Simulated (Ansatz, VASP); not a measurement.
HgTe: VASP beside Ansatz

Contents of POSCAR:

```
HgTe
1.0
    0.0000000000      3.1800000000      3.1800000000
    3.1800000000      0.0000000000      3.1800000000
    3.1800000000      3.1800000000      0.0000000000
Hg Te
1 1
Direct
    0.0000000000      0.0000000000      0.0000000000
    0.5000000000      0.5000000000      0.5000000000
```

File INCAR.step1:

```
SYSTEM = HgTe
PREC = Accurate ; ENCUT = 520
ISMEAR = -1 ; SIGMA = 0.05
LREAL = .False. ; LASPH = .True.
NELM = 150 ; LNONCOLLINEAR = .True.
MAGMOM = 0 0 0 0 0 0 ; LSORBIT = .True.
GGA_COMPAT = .False. ; NBANDS = 30
GGA = PE ; ALGO = Normal
EDIFF = 1E-4 ; LWAVE = .True.
LCHARG = .False.
```

Contents of INCAR.step2:

```
SYSTEM = HgTe
PREC = Accurate ; ENCUT = 520
EDIFF = 1E-7 ; ISMEAR = -1
SIGMA = 0.05 ; LREAL = .False.
LASPH = .True. ; NELM = 150
ALGO = Normal ; ISIF = 2
LWAVE = .False. ; LCHARG = .False.
LNONCOLLINEAR = .True. ; MAGMOM = 0 0 0 0 0 0
LORBIT = 11 ; LSORBIT = .True.
GGA_COMPAT = .False. ; LORBMOM = .True.
METAGGA = R2SCAN ; LMIXTAU = .True.
NBANDS = 30 ; ISTART = 1
```

The input KPOINTS:

```
Automatic mesh
0
Gamma
  5 5 5
  0 0 0
```

Contents of input.yaml:

```yaml
crystal:
  lattice:
    - [0.0, 3.18, 3.18]
    - [3.18, 0.0, 3.18]
    - [3.18, 3.18, 0.0]
  atoms:
    - { symbol: Hg, position: [0.0, 0.0, 0.0] }
    - { symbol: Te, position: [0.5, 0.5, 0.5] }
hamiltonian:
  xc: r2scan
  pseudopotentials: { kind: paw_fr }
magnetization:
  noncollinear: true
  spin_orbit: true
kpoints:
  mp_grid: { grid: [5, 5, 5] }
  band_path:
    path:
      - [[0.0, 0.0, 0.0], [0.5, 0.0, 0.5], [0.5, 0.25, 0.75], [0.375, 0.375, 0.75], [0.0, 0.0, 0.0], [0.5, 0.5, 0.5], [0.625, 0.25, 0.625], [0.5, 0.25, 0.75], [0.5, 0.5, 0.5], [0.375, 0.375, 0.75]]
      - [[0.625, 0.25, 0.625], [0.5, 0.0, 0.5]]
    npoints: 14
scf:
  occupations: { method: fermi_dirac, width: 0.05 }
  n_extra_bands: 6
output:
  forces: true
  stress: true
  eigenvalues: true
  fatbands: true
```

Alike in both runs: functional r2SCAN; k mesh 5 × 5 × 5; occupations fermi-dirac, width 0.05 eV; non-collinear spin, spin-orbit coupling.

|  | VASP | Ansatz |
| --- | --- | --- |
| version | VASP 6.6.1 | Ansatz 0.2.0 |
| potentials or method | VASP PAW PBE potentials, release 64 (Hg, Te) | Ansatz PAW |
| plane-wave cutoff (eV) | 520 | 500 |
| valence electrons in the cell | 18 | 36 |
| task | single point | band structure |

VASP gave:

```
pressure (GPa)           : -4.8
net moment per atom (μB) : 0.00
```

Question: What did Ansatz give for the same quantities?

Answer: Pressure (GPa): -5.0; net moment per atom (μB): 0.00.

VASP's potentials were made for PBE, not for r2SCAN. VASP's potentials hold 18 valence electrons a cell and Ansatz's 36, so a difference there can come from the potentials and not from the codes.
